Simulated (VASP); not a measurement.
# TiSi3W: single point with PBE

TiSi3W:

```
Ti Si W
1.0
     4.96667    0.00000    0.00000
    -2.48333    4.30126    0.00000
     0.00000    0.00000    4.66846
Ti Si W
1 3 1
Cartesian
  0.0000 0.0000 2.3342
  2.4833 0.0000 2.3342
  -1.2417 2.1506 2.3342
  1.2417 2.1506 2.3342
  0.0000 0.0000 0.0000
```

| Property | Result |
| --- | --- |
| Program | VASP 6.6.1 |
| Task | single point |
| Functional | PBE |
| Potentials or basis | VASP PAW PBE potentials, release 64 (Ti_sv, Si, W_sv) |
| Cutoff | 520 eV |
| k mesh | 12 × 12 × 8 |
| Occupations | gaussian, width 0.1 eV |
| Spin | no spin polarisation |
| Dipole correction | no |
| k mesh for the DOS | 18 × 18 × 12 |
| Occupations for the DOS | tetrahedron |
| Further INCAR settings | ALGO = Normal; EDIFF = 1e-07; NBANDS = 27 |

```yaml
Valence_electrons_inside_the_program's_atomic_spheres: Ti 10.89; Si 1.60; W 11.88
```

Levels at points of the mesh, in eV from the Fermi level:
```
           k point  band 15  band 16  band 17  band 18  band 19  band 20  band 21  band 22  band 23  band 24
(0.00, 0.00, 0.00)    -3.32    -3.15    -2.65    -2.65    -1.44     0.38     0.38     1.75     2.54     2.54
(0.50, 0.00, 0.00)    -2.91    -2.57    -0.89    -0.56     0.47     0.79     0.80     1.13     1.16     2.17
(0.00, 0.00, 0.50)    -3.80    -1.01    -1.01    -0.29    -0.29     0.18     1.04     1.04     1.28     2.11
(0.50, 0.00, 0.50)    -2.24    -1.20    -0.64    -0.53     0.09     0.11     0.37     0.86     1.43     1.81
```

Run time: 9.5 min on 1 thread of AMD EPYC 7R13 Processor (Zen 3), with other jobs on the host, peak memory 0.71 GiB.

Caveat: spin-orbit coupling is left out, which moves the levels of the heavy elements.
